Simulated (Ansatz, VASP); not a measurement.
**Two plane-wave programs on Ag**

The input INCAR:

```
SYSTEM = Ag
ALGO = Normal
EDIFF = 1E-6
ENCUT = 500
GGA = PE
GGA_COMPAT = .FALSE.
ISIF = 2
ISMEAR = -1
ISPIN = 2
LASPH = .TRUE.
LCHARG = .FALSE.
LMAXMIX = 4
LORBIT = 11
LREAL = .FALSE.
LWAVE = .FALSE.
MAGMOM = 0 0 0
NBANDS = 28
NELM = 200
PREC = Accurate
SIGMA = 0.1
```

Contents of KPOINTS:

```
k-points
0
G
  3 3 3
  0 0 0
```

Contents of POSCAR:

```
Ag
1.0
    1.4730471633      0.8504641762      7.2046500000
   -1.4730471633      0.8504641762      7.2046500000
    0.0000000000     -1.7009283525      7.2046500000
Ag
3
Direct
    0.2100000000      0.3740000000      0.7560000000
    0.9877190000      1.1517190000      1.5337190000
    0.4322810000      0.5962810000      0.9782810000
```

Input for Ansatz:

```yaml
crystal:
  lattice:
    - [1.4730471633, 0.8504641762, 7.20465]
    - [-1.4730471633, 0.8504641762, 7.20465]
    - [0.0, -1.7009283525, 7.20465]
  atoms:
    - { symbol: Ag, position: [0.21, 0.374, 0.756] }
    - { symbol: Ag, position: [0.987719, 1.151719, 1.533719] }
    - { symbol: Ag, position: [0.432281, 0.596281, 0.978281] }
basis: {}
kpoints:
  mp_grid: { grid: [3, 3, 3] }
hamiltonian:
  xc: pbe
scf:
  occupations: { method: fermi_dirac }
  mixing: { algorithm: anderson, beta: 0.19 }
  initial_density: { chi_scale: 0, normalization: atom }
  max_iter: 59
output:
  forces: true
  stress: true
  eigenvalues: true
accuracy: high
magnetization:
  spin_polarized: true
  initial_magnetization: 4.0
```

Alike in both runs: task single point; functional PBE; k mesh 3 × 3 × 3; collinear spin.

```csv
,VASP,Ansatz
version,VASP 6.6.1,Ansatz 0.2.0
potentials or method,"VASP PAW PBE potentials, release 64 (Ag)","scalar-relativistic, plane waves, PAW"
plane-wave cutoff (eV),500,420
occupations,"fermi-dirac, width 0.1 eV",fermi-dirac
valence electrons in the cell,33,57
```

VASP gave:

```
gap on the k mesh at the Fermi level (eV)                     : none
pressure (GPa)                                                : -3.5
traceless stress, the component that is largest in VASP (GPa) : 0.48
rms of the force components (eV/Å)                            : 0.029
net moment per atom (μB)                                      : 0.00
```

Estimate Ansatz's values.

gap on the k mesh at the Fermi level (eV): none; pressure (GPa): -3.4; traceless stress, the component that is largest in VASP (GPa): 0.50; rms of the force components (eV/Å): 0.030; net moment per atom (μB): 0.00.

Atom by atom the forces differ by 0.000 eV/Å (rms over components). A gap of «none» marks a metal or a gap that the smearing closes. VASP's potentials hold 33 valence electrons a cell and Ansatz's 57, so a difference there can come from the potentials and not from the codes. Ansatz's warnings: seeded moment not kept, stability check not made, stress scf threshold missed.

The k mesh is coarse, so the values compare programs but aren't converged.
